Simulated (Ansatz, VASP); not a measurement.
ZnS in VASP and in Ansatz

Contents of INCAR:

```
  PREC = Accurate
  ENCUT = 520
  EDIFF = 1E-6
  ISMEAR = 0
  SIGMA = 0.05
  LREAL = False
  LASPH = True
  NELM = 80
  ALGO = Normal
  ISIF = 2
  LWAVE = False
  LCHARG = False
  GGA = PE
  NBANDS = 16
```

The input KPOINTS:

```
regular mesh
0
Gamma
  8 8 8
```

POSCAR

```
ZnS
1.0
    0.0068039100      2.7215639840      2.7215639840
    2.7283678940      0.0000000000      2.7283678940
    2.7215639840      2.7215639840      0.0068039100
Zn S
1 1
Direct
    0.0000000000      0.0000000000      0.0000000000
    0.7500000000      0.7500000000      0.7500000000
```

Input for Ansatz:

```yaml
crystal:
  lattice:
    - [0.00680391, 2.721563984, 2.721563984]
    - [2.728367894, 0.0, 2.728367894]
    - [2.721563984, 2.721563984, 0.00680391]
  atoms:
    - { symbol: Zn, position: [0.0, 0.0, 0.0] }
    - { symbol: S, position: [0.75, 0.75, 0.75] }
basis:
  ecutwfc: 420
kpoints:
  mp_grid: { grid: [8, 8, 8] }
hamiltonian:
  xc: pbe
scf:
  occupations: { method: gaussian, width: 0.05 }
output:
  forces: true
  stress: true
  eigenvalues: true
  write_density: true
  write_potential: true
  elf: true
  volumetric_format: npy
```

Change from the starting cell: strain +0.0050 x Voigt [0, 0, 0, 0, 1, 0], atoms carried along.

Alike in both runs: task single point; functional PBE; k mesh 8 × 8 × 8; occupations gaussian, width 0.05 eV; no spin polarisation.

|  | VASP | Ansatz |
| --- | --- | --- |
| version | VASP 6.6.1 | Ansatz 0.2.0 |
| potentials or method | VASP PAW PBE potentials, release 64 (Zn, S), cutoff 520 eV | scalar-relativistic, plane waves, PAW |
| valence electrons in the cell | 18 | 18 |

Ansatz gave:

- gap on the k mesh at the Fermi level (eV): 2.01
- least direct gap on the mesh (eV): 2.01
- pressure (GPa): 0.0
- traceless stress, the component that is largest in VASP (GPa): -0.32
- rms of the force components (eV/Å): 0.014

Question: Estimate VASP's values.

Answer: gap on the k mesh at the Fermi level (eV): 2.01; least direct gap on the mesh (eV): 2.01; pressure (GPa): 0.2; traceless stress, the component that is largest in VASP (GPa): -0.32; rms of the force components (eV/Å): 0.014.

Atom by atom the forces differ by 0.000 eV/Å (rms over components).
